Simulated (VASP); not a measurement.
Here is a VASP 6.6.1 calculation.

The input INCAR:

```
SYSTEM = Ge
ALGO = Normal
EDIFF = 1E-7
ENCUT = 520
ISIF = 2
ISMEAR = 0
LASPH = .True.
LCHARG = .False.
LREAL = .False.
LWAVE = .False.
NBANDS = 13
NELM = 100
PREC = Accurate
SIGMA = 0.15
```

The input KPOINTS:

```
k-points
0
Gamma
  20 20 20
  0 0 0
```

Contents of POSCAR:

```
Ge
1.0
   -0.0314754079      2.0983605250      2.0983605250
    2.0983605250     -0.0314754079      2.0983605250
    2.0668851171      2.0668851171      0.0000000000
Ge
1
Direct
    0.0000000000      0.0000000000      0.0000000000
```

Potentials or basis: VASP PAW LDA potentials, release 64 (Ge_d).

Run with:

```console
$ cat potpaw_LDA.64/Ge_d/POTCAR > POTCAR
$ mpirun -np 1 vasp_std > vasp.out
```

What does it give for the pressure?

-1.3 GPa.

What does it give for the band gap on the k mesh?

Zero (band 7 reaches 15.44 eV, above the bottom of band 8 at 4.31 eV).

Stress tensor (GPa, compression positive):
```
-1.38  0.17  0.00
 0.17 -1.38  0.00
 0.00  0.00 -1.09
```

Caveat: the cell differs from its parent crystal (strain -0.0300 x Voigt [0, 0, 0, 0, 0, 1]).
